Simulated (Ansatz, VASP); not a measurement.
## Two plane-wave programs on KBaI3

POSCAR

```
KBaI3
1.0
    6.7191904481      0.0000000000      0.0000000000
    0.0000000000      6.7191904481      0.0000000000
    0.0000000000      0.0000000000      6.7191904481
K Ba I
1 1 3
Direct
    0.0000000000      0.0000000000      0.0000000000
    0.5000000000      0.5000000000      0.5000000000
    0.5000000000      0.5000000000      0.0000000000
    0.5000000000      0.0000000000      0.5000000000
    0.0000000000      0.5000000000      0.5000000000
```

File INCAR.step1:

```
ALGO     = Normal         # electronic algorithm
EDIFF    = 1E-5           # SCF threshold, eV
ENCUT    = 550            # plane-wave cutoff, eV
GGA      = PE             # functional
GGA_COMPAT= False        
ISMEAR   = 0              # smearing method
LASPH    = True           # aspherical terms in the spheres
LCHARG   = False          # write CHGCAR
LREAL    = False          # projectors in reciprocal space
LWAVE    = True           # write WAVECAR
NBANDS   = 28             # bands
NELM     = 120            # most SCF steps
PREC     = Accurate       # precision mode
SIGMA    = 0.01           # smearing width, eV
```

Contents of INCAR.step2:

```
ALGO     = Normal         # electronic algorithm
EDIFF    = 1E-6           # SCF threshold, eV
ENCUT    = 550            # plane-wave cutoff, eV
GGA_COMPAT= False        
ISIF     = 2              # what is computed and relaxed
ISMEAR   = 0              # smearing method
ISTART   = 1            
LASPH    = True           # aspherical terms in the spheres
LCHARG   = False          # write CHGCAR
LMIXTAU  = True         
LREAL    = False          # projectors in reciprocal space
LWAVE    = False          # write WAVECAR
METAGGA  = R2SCAN         # meta-GGA
NBANDS   = 28             # bands
NELM     = 120            # most SCF steps
PREC     = Accurate       # precision mode
SIGMA    = 0.01           # smearing width, eV
```

The input KPOINTS:

```
k-points
0
Gamma
  4 4 4
```

Input for Ansatz:

```yaml
crystal:
  lattice:
    - [6.7191904481, 0.0, 0.0]
    - [0.0, 6.7191904481, 0.0]
    - [0.0, 0.0, 6.7191904481]
  atoms:
    - { symbol: K, position: [0.0, 0.0, 0.0] }
    - { symbol: Ba, position: [0.5, 0.5, 0.5] }
    - { symbol: I, position: [0.5, 0.5, 0.0] }
    - { symbol: I, position: [0.5, 0.0, 0.5] }
    - { symbol: I, position: [0.0, 0.5, 0.5] }
kpoints:
  mp_grid: { grid: [4, 4, 4] }
  band_path:
    path: [[0.0, 0.0, 0.0], [0.0, 0.5, 0.0], [0.5, 0.5, 0.0], [0.5, 0.5, 0.5]]
    npoints: 1
hamiltonian:
  xc: r2scan
scf:
  occupations: { method: fixed }
  n_extra_bands: 5
output:
  forces: true
  stress: true
  eigenvalues: true
```

Alike in both runs: task single point; functional r2SCAN; k mesh 4 × 4 × 4; no spin polarisation.

|  | VASP | Ansatz |
| --- | --- | --- |
| version | VASP 6.6.1 | Ansatz 0.2.0 |
| potentials or method | VASP PAW PBE potentials, release 64 (K_sv, Ba_sv, I) | plane waves, PAW |
| plane-wave cutoff (eV) | 550 | 500 |
| occupations | gaussian, width 0.01 eV | fixed |
| valence electrons in the cell | 40 | 70 |

|  | VASP | Ansatz | Ansatz less VASP |
| --- | --- | --- | --- |
| gap on the k mesh at the Fermi level (eV) | 3.76 | 3.76 | +0.006 |
| pressure (GPa) | 0.1 | 0.0 | -0.14 |

VASP's potentials were made for PBE, not for r2SCAN. VASP's potentials hold 40 valence electrons a cell and Ansatz's 70, so a difference there can come from the potentials and not from the codes.

Neither program's run includes spin-orbit coupling.
